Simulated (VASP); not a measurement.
Set up this calculation in VASP 6.6.1, as the native input.

| Quantity | Value |
| --- | --- |
| Task | single point |
| Functional | PBE |
| Potentials or basis | VASP PAW PBE potentials, release 64 (Ir, Rh_pv) |
| Cutoff | 520 eV |
| k mesh | 18 × 18 × 4 |
| Occupations | gaussian, width 0.1 eV |
| Spin | no spin polarisation |
| Dipole correction | no |
| Further INCAR settings | ALGO = Fast; EDIFF = 1e-06; NBANDS = 48 |

The structure of IrRh2 lies in POSCAR:

```
IrRh2
1.0
    2.7862393053      0.0000000000      0.0000000000
   -1.3931196526      2.4129540194      0.0000000000
    0.0000000000      0.0000000000     13.4752738457
Ir Rh
2 4
Direct
    0.3333333333      0.6666666667      0.2500000000
    0.6666666667      0.3333333333      0.7500000000
    0.3333333333      0.6666666667      0.9153039482
    0.3333333333      0.6666666667      0.5846960518
    0.6666666667      0.3333333333      0.0846960518
    0.6666666667      0.3333333333      0.4153039482
```

These files were run (other wordings do the same):

INCAR

```
SYSTEM = IrRh2
ALGO = Fast ; EDIFF = 1E-6
ENCUT = 520 ; GGA = PE
ISIF = 2 ; ISMEAR = 0
LASPH = .TRUE. ; LCHARG = .TRUE.
LELF = .TRUE. ; LREAL = .FALSE.
LVHAR = .TRUE. ; LWAVE = .FALSE.
NBANDS = 48 ; NELM = 60
PREC = Accurate ; SIGMA = 0.1
```

KPOINTS

```
k-points
0
G
  18 18 4
  0 0 0
```

Potentials or basis: VASP PAW PBE potentials, release 64 (Ir, Rh_pv).

Run with:

```bash
$ cat potpaw_PBE.64/Ir/POTCAR potpaw_PBE.64/Rh_pv/POTCAR > POTCAR
$ mpirun -np 1 vasp_std > vasp.out
```

Results of the run:

| Property | Result |
| --- | --- |
| Pressure | -14.1 GPa |
| Largest force | 0.018 eV/Å |
| Band gap on the k mesh | zero (bands 39 and 40 overlap by 2.02 eV) |

Caveat: the cell stands under tension; spin-orbit coupling is left out, which moves the levels of the heavy elements.

Run time: 14 min on 1 thread of AMD EPYC 9755 128-Core Processor, on a shared host, peak memory 0.47 GiB.
